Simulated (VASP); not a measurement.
A run of VASP 6.6.1 is set up as follows.

File INCAR:

```
SYSTEM = TiAl
PREC     = Accurate       ! precision mode
ENCUT    = 500            ! plane-wave cutoff, eV
EDIFF    = 1E-7           ! SCF threshold, eV
ISMEAR   = -1             ! smearing method
SIGMA    = 0.1            ! smearing width, eV
LREAL    = .False.        ! projectors in reciprocal space
LASPH    = .True.         ! aspherical terms in the spheres
NELM     = 120            ! most SCF steps
ALGO     = Normal         ! electronic algorithm
ISIF     = 3              ! what is computed and relaxed
LWAVE    = .False.        ! write WAVECAR
LCHARG   = .False.        ! write CHGCAR
IBRION   = 2              ! ionic algorithm
NSW      = 60             ! ionic steps
EDIFFG   = -0.02          ! ionic threshold
GGA_COMPAT= .False.      
NELMIN   = 4
```

File KPOINTS:

```
Automatic mesh
0
Gamma
  7 7 7
  0 0 0
```

File POSCAR:

```
TiAl
1.0
    3.0180000000      0.0000000000      0.0000000000
    0.0000000000      3.0180000000      0.0000000000
    0.0000000000      0.0000000000      3.0180000000
Ti Al
1 1
Direct
    0.5000000000      0.5000000000      0.5000000000
    0.0000000000      0.0000000000      0.0000000000
```

Potentials or basis: VASP PAW LDA potentials, release 64 (Ti_sv, Al).

Command:

```sh
$ cat potpaw_LDA.64/Ti_sv/POTCAR potpaw_LDA.64/Al/POTCAR > POTCAR
$ mpirun -np 1 vasp_std > vasp.out
```

Task: Estimate the relaxed volume.

Result: 15.29 Å³/atom.

Task: Predict the relaxed cell.

Result: a = 3.127 Å, b = 3.127 Å, c = 3.127 Å, α = 90.00°, β = 90.00°, γ = 90.00°.

Task: Predict the space group after relaxing (to 0.05 Å).

Result: Pm-3m (No. 221).

Final structure:
```
Ti Al
1.0
     3.12728    0.00000    0.00000
     0.00000    3.12728    0.00000
     0.00000    0.00000    3.12728
Ti Al
1 1
Direct
  0.50000 0.50000 0.50000
  0.00000 0.00000 0.00000
```

Caveat: the volume moved by +11 % from the deposited cell, more than functionals usually miss.
